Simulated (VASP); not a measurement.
A run of VASP 6.6.1:

INCAR

```
SYSTEM = SnGe2
PREC     = Accurate       ! precision mode
ENCUT    = 600            ! plane-wave cutoff, eV
EDIFF    = 1E-7           ! SCF threshold, eV
ISMEAR   = 0              ! smearing method
SIGMA    = 0.1            ! smearing width, eV
LREAL    = .FALSE.        ! projectors in reciprocal space
LASPH    = .TRUE.         ! aspherical terms in the spheres
NELM     = 100            ! most SCF steps
ALGO     = Normal         ! electronic algorithm
ISIF     = 3              ! what is computed and relaxed
LWAVE    = .FALSE.        ! write WAVECAR
LCHARG   = .FALSE.        ! write CHGCAR
GGA      = PE             ! functional
IBRION   = 2              ! ionic algorithm
NSW      = 90             ! ionic steps
EDIFFG   = -0.04          ! ionic threshold
```

The input KPOINTS:

```
regular mesh
0
G
  6 6 2
  0 0 0
```

File POSCAR:

```
SnGe2
1.0
    3.9754554200      0.0000000000      0.0000000000
   -1.9877277100      3.4428453900      0.0000000000
    0.0000000000      0.0000000000      9.7378372800
Sn Ge
2 4
Direct
    0.6666666700      0.3333333300      0.2083333300
    0.3333333300      0.6666666700      0.7916666700
    0.3333333300      0.6666666700      0.5416666700
    0.0000000000      0.0000000000      0.8750000000
    0.6666666700      0.3333333300      0.4583333300
    0.0000000000      0.0000000000      0.1250000000
```

Potentials or basis: VASP PAW PBE potentials, release 64 (Sn_d, Ge_d).

The run is started by

```sh
$ cat potpaw_PBE.64/Sn_d/POTCAR potpaw_PBE.64/Ge_d/POTCAR > POTCAR
$ mpirun -np 1 vasp_std > vasp.out
```

Hardware: 1 thread of AMD EPYC 9R45 (Zen 5), on a shared host.

Q: Estimate the wall time of this run.

A: Wall time 4.1 min on 1 thread of AMD EPYC 9R45 (Zen 5) (shared host), peak memory 0.29 GiB. Counts: scf iterations 67, k points 14, ion steps 6.
